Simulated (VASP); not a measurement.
# TiPt5 (F-43m) in VASP: further runs

Runs on TiPt5. Level: PBE. Tasks: single point, relaxation of cell and atoms.

All numbers are computed with VASP 6.6.1; they aren't measurements. Logs are shortened: lines on timing, memory, paths and dates and some standing lists are left out, and cuts for length are marked.

**1. The cell of the first run**

It takes space group F-43m (No. 216, cubic). Conventional cell: a = 7.245 Å, b = 7.245 Å, c = 7.245 Å, α = 90.00°, β = 90.00°, γ = 90.00°. Within 4.0 Å of Ti (site symmetry -43m) lie 16 Pt at 3.00 to 3.14 Å. Pt (site symmetry -43m) has 12 Pt at 3.00 Å and 4 Ti at 3.14 Å within 4.0 Å. Pt (site symmetry 3m) has 9 Pt at 2.56 to 3.00 Å and 3 Ti at 3.00 Å within 3.4 Å.

**2. Single point, PBE**

Contents of INCAR:

```
SYSTEM = TiPt5
PREC     = Accurate       ! precision mode
ENCUT    = 520            ! plane-wave cutoff, eV
EDIFF    = 1E-6           ! SCF threshold, eV
ISMEAR   = 0              ! smearing method
SIGMA    = 0.1            ! smearing width, eV
LREAL    = .False.        ! projectors in reciprocal space
LASPH    = .True.         ! aspherical terms in the spheres
NELM     = 80             ! most SCF steps
ALGO     = Normal         ! electronic algorithm
ISIF     = 2              ! what is computed and relaxed
LWAVE    = .False.        ! write WAVECAR
LCHARG   = .False.        ! write CHGCAR
GGA      = PE             ! functional
NBANDS   = 40             ! bands
```

Contents of KPOINTS:

```
Automatic mesh
0
Gamma
  4 4 4
  0 0 0
```

Contents of POSCAR:

```
TiPt5
1.0
    0.0000000000      3.6226702300      3.6226702300
    3.6226702300      0.0000000000      3.6226702300
    3.6226702300      3.6226702300      0.0000000000
Ti Pt
1 5
Direct
    0.0000000000      0.0000000000      0.0000000000
    0.2500000000      0.2500000000      0.2500000000
    0.1250000000      0.6250000000      0.6250000000
    0.6250000000      0.6250000000      0.6250000000
    0.6250000000      0.1250000000      0.6250000000
    0.6250000000      0.6250000000      0.1250000000
```

Potentials or basis: VASP PAW PBE potentials, release 64 (Ti_sv, Pt).

Command:

```bash
$ cat potpaw_PBE.64/Ti_sv/POTCAR potpaw_PBE.64/Pt/POTCAR > POTCAR
$ mpirun -np 1 vasp_std > vasp.out
```

OUTCAR:

```text
SYSTEM = TiPt5
   PREC = Accurate
   ENCUT = 520
   EDIFF = 1E-6
   ISMEAR = 0
   LREAL = .False.
   LASPH = .True.
   NELM = 80
   ISIF = 2
   GGA = PE

 ion  position               nearest neighbor table
   1  0.000  0.000  0.000-   5 3.00   3 3.00   4 3.00   6 3.00   4 3.00   6 3.00   3 3.00   6 3.00
                             5 3.00   3 3.00   5 3.00   4 3.00   2 3.14   2 3.14   2 3.14   2 3.14
   2  0.250  0.250  0.250-   6 3.00   4 3.00   3 3.00   5 3.00   5 3.00   5 3.00   3 3.00   4 3.00
                             6 3.00   4 3.00   3 3.00   6 3.00   1 3.14   1 3.14   1 3.14   1 3.14
   3  0.125  0.625  0.625-   4 2.56   6 2.56   5 2.56   4 2.56   5 2.56   6 2.56   2 3.00   1 3.00
                             2 3.00   1 3.00   1 3.00   2 3.00
   4  0.625  0.625  0.625-   3 2.56   5 2.56   6 2.56   6 2.56   5 2.56   3 2.56   1 3.00   2 3.00
                             1 3.00   2 3.00   1 3.00   2 3.00
   5  0.625  0.125  0.625-   4 2.56   6 2.56   3 2.56   4 2.56   6 2.56   3 2.56   1 3.00   2 3.00
                             2 3.00   1 3.00   1 3.00   2 3.00
   6  0.625  0.625  0.125-   4 2.56   3 2.56   4 2.56   5 2.56   5 2.56   3 2.56   1 3.00   2 3.00
                             1 3.00   2 3.00   1 3.00   2 3.00

  LATTYP: Found a face centered cubic cell.
 ALAT       =     7.2453404600

  Lattice vectors:

 A1 = (   0.0000000000,   3.6226702300,   3.6226702300)
 A2 = (   3.6226702300,   0.0000000000,   3.6226702300)
 A3 = (   3.6226702300,   3.6226702300,   0.0000000000)

Analysis of symmetry for initial positions (statically):
=====================================================================
 Subroutine PRICEL returns:
 Original cell was already a primitive cell.

 Routine SETGRP: Setting up the symmetry group for a
 face centered cubic supercell.

 Subroutine GETGRP returns: Found 24 space group operations
 (whereof 24 operations were pure point group operations)
 out of a pool of 48 trial point group operations.

The static configuration has the point symmetry T_d .

Analysis of symmetry for dynamics (positions and initial velocities):
=====================================================================
 Subroutine PRICEL returns:
 Original cell was already a primitive cell.

 Routine SETGRP: Setting up the symmetry group for a
 face centered cubic supercell.

 Subroutine GETGRP returns: Found 24 space group operations
 (whereof 24 operations were pure point group operations)
 out of a pool of 48 trial point group operations.

The dynamic configuration has the point symmetry T_d .

 Subroutine INISYM returns: Found 24 space group operations
 (whereof 24 operations are pure point group operations),
 and found     1 'primitive' translations

----------------------------------------------------------------------------------------

                                     Primitive cell

  volume of cell :      95.0860

  direct lattice vectors                    reciprocal lattice vectors
     0.000000000  3.622670230  3.622670230    -0.138019739  0.138019739  0.138019739
     3.622670230  0.000000000  3.622670230     0.138019739 -0.138019739  0.138019739
     3.622670230  3.622670230  0.000000000     0.138019739  0.138019739 -0.138019739

  length of vectors
     5.123229371  5.123229371  5.123229371     0.239057201  0.239057201  0.239057201

  position of ions in fractional coordinates (direct lattice)
     0.000000000  0.000000000  0.000000000
     0.250000000  0.250000000  0.250000000
     0.125000000  0.625000000  0.625000000
     0.625000000  0.625000000  0.625000000
     0.625000000  0.125000000  0.625000000
     0.625000000  0.625000000  0.125000000

  ion indices of the primitive-cell ions
   primitive index   ion index
                 1           1
                 2           2
                 3           3
                 4           4
                 5           5
                 6           6

----------------------------------------------------------------------------------------

 KPOINTS: Automatic mesh

Automatic generation of k-mesh.
 Grid dimensions read from file:
 generate k-points for:    4    4    4

 Generating k-lattice:

  Cartesian coordinates                     Fractional coordinates (reciprocal lattice)
    -0.034504935  0.034504935  0.034504935     0.250000000  0.000000000  0.000000000
     0.034504935 -0.034504935  0.034504935     0.000000000  0.250000000  0.000000000
     0.034504935  0.034504935 -0.034504935     0.000000000  0.000000000  0.250000000

  Length of vectors
     0.059764300  0.059764300  0.059764300

  Shift w.r.t. Gamma in fractional coordinates (k-lattice)
     0.000000000  0.000000000  0.000000000

 Subroutine IBZKPT returns following result:
 ===========================================

 Found      8 irreducible k-points:

 Following reciprocal coordinates:
            Coordinates               Weight
  0.000000  0.000000  0.000000      1.000000
  0.250000  0.000000  0.000000      8.000000
  0.500000  0.000000  0.000000      4.000000
  0.250000  0.250000  0.000000      6.000000
  0.500000  0.250000  0.000000     24.000000
 -0.250000  0.250000  0.000000     12.000000
  0.500000  0.500000  0.000000      3.000000
 -0.250000  0.500000  0.250000      6.000000
   k-points           NKPTS =      8   k-points in BZ     NKDIM =      8   number of bands    NBANDS=     40
   number of dos      NEDOS =    301   number of ions     NIONS =      6
   total plane-waves  NPLWV =  64000
   dimension x,y,z NGX =    40 NGY =   40 NGZ =   40
   dimension x,y,z NGXF=    80 NGYF=   80 NGZF=   80
   ions per type =               1   5
   NGX,Y,Z   is equivalent  to a cutoff of  12.98, 12.98, 12.98 a.u.
   NGXF,Y,Z  is equivalent  to a cutoff of  25.96, 25.96, 25.96 a.u.
 SYSTEM =  TiPt5
   PREC   = accura    normal or accurate (medium, high low for compatibility)
   ISTART =      0    job   : 0-new  1-cont  2-samecut
   ICHARG =      2    charge: 1-file 2-atom 10-const
   ISPIN  =      1    spin polarized calculation?
   LNONCOLLINEAR =      F non collinear calculations
   LSORBIT =      F    spin-orbit coupling
   LASPH  =      T    aspherical Exc in radial PAW
   ENCUT  =  520.0 eV  38.22 Ry    6.18 a.u.   9.53  9.53  9.53*2*pi/ulx,y,z
   NELM   =     80;   NELMIN=  2; NELMDL= -5     # of ELM steps
   EDIFF  = 0.1E-05   stopping-criterion for ELM
   LREAL  =      F    real-space projection
   EDIFFG = 0.1E-04   stopping-criterion for IOM
   NSW    =      0    number of steps for IOM
   IBRION =     -1    ionic relax: 0-MD 1-quasi-New 2-CG
   NFREE  =      0    steps in history (QN), initial steepest desc. (CG)
   ISIF   =      2    stress and relaxation
   ISYM   =      2    0-nonsym 1-usesym 2-fastsym
   POTIM  = 0.5000    time-step for ionic-motion
   TEBEG  =    0.0;   TEEND  =   0.0 temperature during run
   PSTRESS=    0.0 pullay stress
   NELECT =      62.0000    total number of electrons
   NUPDOWN=      -1.0000    fix difference up-down
   EMIN   =  10.00;   EMAX   =-10.00  energy-range for DOS
   EFERMI =   0.00;   METHOD = LEGACY
   ISMEAR =     0;   SIGMA  =   0.10  broadening in eV -4-tet -1-fermi 0-gaus
   EFERMI_NEDOS =   21; number of points for ismear=-14 and -15
   IALGO  =     38    algorithm
   IMIX   =      4    mixing-type and parameters
     AMIX     =   0.40;   BMIX     =  1.00
     AMIX_MAG =   1.60;   BMIX_MAG =  1.00
  volume/ion in A,a.u.               =      15.85       106.95
  Fermi-wavevector in a.u.,A,eV,Ry     =   1.419602  2.682659 27.419410  2.015270
  Thomas-Fermi vector in A             =   2.540605
   LORBIT       =      0    0 simple, 1 ext, 2 COOP (PROOUT), +10 PAW based schemes
   GGA     = PE    functional components
   LHFCALC =     F    Hartree Fock is set to
   AEXX    =    0.0000 exact exchange contribution
   IVDW    =     0    specifies the selected vdW correction
   LEPSILON=     F    determine dielectric tensor
   LRPA    =     F    only Hartree local field effects (RPA)
 non-spin polarized calculation
 Gauss-broadening in eV      SIGMA  =   0.10
  energy-cutoff  :      520.00
  volume of cell :       95.09
 maximum number of plane-waves:      2637
 NGX is ok and might be reduce to    40
   NGX = 19   NGY = 19   NGZ = 19

 number of electron      61.9999999 magnetization

 Free energy of the ion-electron system (eV)
  ---------------------------------------------------
  ext. energy  EPLUGINS =         0.00000000
  ---------------------------------------------------
  free energy    TOTEN  =       -39.67537105 eV

  energy without entropy =      -39.64086754  energy(sigma->0) =      -39.65811929

 E-fermi :  10.3181     XC(G=0): -12.9248

 val. band max:       10.2862782278   @ k =   0.5000   0.2500   0.0000
 cond. band min:      10.4280937193   @ k =   0.2500   0.2500   0.0000
 fundamental gap:      0.1418154915
 Fermi energy:        10.3180588240

 k-point     1 :       0.0000    0.0000    0.0000
  band No.  band energies     occupation
      1     -47.5144      2.00000
      2     -23.7063      2.00000
      3     -23.7063      2.00000
      4     -23.7063      2.00000
      5       0.2152      2.00000
      6       2.5597      2.00000
[... 32 lines left out ...]
     39      14.1989      0.00000
     40      14.7898      0.00000

 k-point     2 :       0.2500    0.0000    0.0000
  band No.  band energies     occupation
      1     -47.5143      2.00000
      2     -23.7069      2.00000
      3     -23.7062      2.00000
      4     -23.7062      2.00000
      5       0.8427      2.00000
      6       3.0445      2.00000
[... 32 lines left out ...]
     39      14.3841      0.00000
     40      15.3827      0.00000

 k-point     3 :       0.5000    0.0000    0.0000
  band No.  band energies     occupation
      1     -47.5143      2.00000
      2     -23.7075      2.00000
      3     -23.7061      2.00000
      4     -23.7061      2.00000
      5       1.6643      2.00000
      6       3.8255      2.00000
[... 165 lines left out ...]
  band No.  band energies     occupation
      1     -47.5143      2.00000
      2     -23.7072      2.00000
      3     -23.7064      2.00000
      4     -23.7064      2.00000
      5       2.9781      2.00000
      6       3.0300      2.00000
[... 32 lines left out ...]
     39      13.4474      0.00000
     40      13.8089      0.00000

 k-point     8 :      -0.2500    0.5000    0.2500
  band No.  band energies     occupation
      1     -47.5143      2.00000
      2     -23.7070      2.00000
      3     -23.7065      2.00000
      4     -23.7064      2.00000
      5       3.2190      2.00000
      6       3.2227      2.00000
[... 32 lines left out ...]
     39      16.1167      0.00000
     40      16.1375      0.00000

------------------------ aborting loop because EDIFF is reached ----------------------------------------

  FORCE on cell =-STRESS in cart. coord.  units (eV):
  Direction    XX          YY          ZZ          XY          YZ          ZX
  --------------------------------------------------------------------------------------
  -------------------------------------------------------------------------------------
  Total        6.7309839      6.7309839      6.7309839      0.0000000      0.0000000     -0.0000000
  in kB      113.4155835    113.4155835    113.4155835      0.0000000      0.0000000     -0.0000000
  external PRESSURE =     113.4155835 kB  Pullay stress =       0.0000000 kB

 VOLUME and BASIS-vectors are now :
 -----------------------------------------------------------------------------
  energy-cutoff  :      520.00
  volume of cell :       95.09
      direct lattice vectors                 reciprocal lattice vectors
     0.000000000  3.622670230  3.622670230    -0.138019739  0.138019739  0.138019739
     3.622670230  0.000000000  3.622670230     0.138019739 -0.138019739  0.138019739
     3.622670230  3.622670230  0.000000000     0.138019739  0.138019739 -0.138019739

 POSITION                                       TOTAL-FORCE (eV/Angst)
 -----------------------------------------------------------------------------------
      0.00000      0.00000      0.00000        -0.000000     -0.000000      0.000000
      1.81134      1.81134      1.81134         0.000000     -0.000000      0.000000
      4.52834      2.71700      2.71700        -0.069628      0.069628      0.069628
      4.52834      4.52834      4.52834        -0.069628     -0.069628     -0.069628
      2.71700      4.52834      2.71700         0.069628     -0.069628      0.069628
      2.71700      2.71700      4.52834         0.069628      0.069628     -0.069628
 -----------------------------------------------------------------------------------
    total drift:                               -0.000000     -0.000000     -0.000000

  FREE ENERGIE OF THE ION-ELECTRON SYSTEM (eV)
  ---------------------------------------------------
  free  energy   TOTEN  =       -39.6753710506 eV

  energy  without entropy=      -39.6408675364  energy(sigma->0) =      -39.65811929
```

Wall time 40 s (1 thread of Intel Xeon Platinum 8559C (Emerald Rapids), shared host); peak memory 0.24 GiB.

Results:

```yaml
Free_energy: -39.6754 eV
Pressure: 11.3 GPa
Band_gap_on_the_k_mesh: zero (band 31 reaches 11.14 eV, above the bottom of band 32 at 10.05 eV)
```

Caveat: the k points lie up to 0.38 Å⁻¹ apart; spin-orbit coupling is left out, which moves the levels of the heavy elements.

(Part 1 of 2 ends here.)
